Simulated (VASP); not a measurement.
Crystal: Na2S.

```xyz
3
Lattice="0.0000 3.2554 3.2554 3.2554 0.0000 3.2554 3.2554 3.2554 0.0000" Properties=species:S:1:pos:R:3 pbc="T T T"
S     0.0000    0.0000    0.0000
Na    1.6277    1.6277    1.6277
Na    4.8831    4.8831    4.8831
```

Base run:

| Quantity | Value |
| --- | --- |
| Program | VASP 6.6.1 |
| Functional | PBEsol |
| Potentials or basis | VASP PAW PBE potentials, release 64 (S, Na_pv) |
| Cutoff | 500 eV |
| k mesh | 6 × 6 × 6 |
| Occupations | gaussian, width 0.01 eV |
| Spin | no spin polarisation |

Its results: band gap on the k mesh 2.41 eV, direct; pressure -0.1 GPa.

Question: After a change of settings the same cell gave: band gap on the k mesh 2.30 eV, direct; pressure -1.7 GPa. Which change was it?
A. functional from PBEsol to PBE; k mesh from 6 × 6 × 6 to 4 × 4 × 4
B. functional from PBEsol to r2SCAN; cutoff from 500 eV to 550 eV
C. functional from PBEsol to LDA; potentials or basis from VASP PAW PBE potentials, release 64 (S, Na_pv) to VASP PAW LDA potentials, release 64 (S, Na_pv)

Answer: C.

Caveats: the PAW data sets were made with another functional, which shifts forces and pressure a little (some runs).
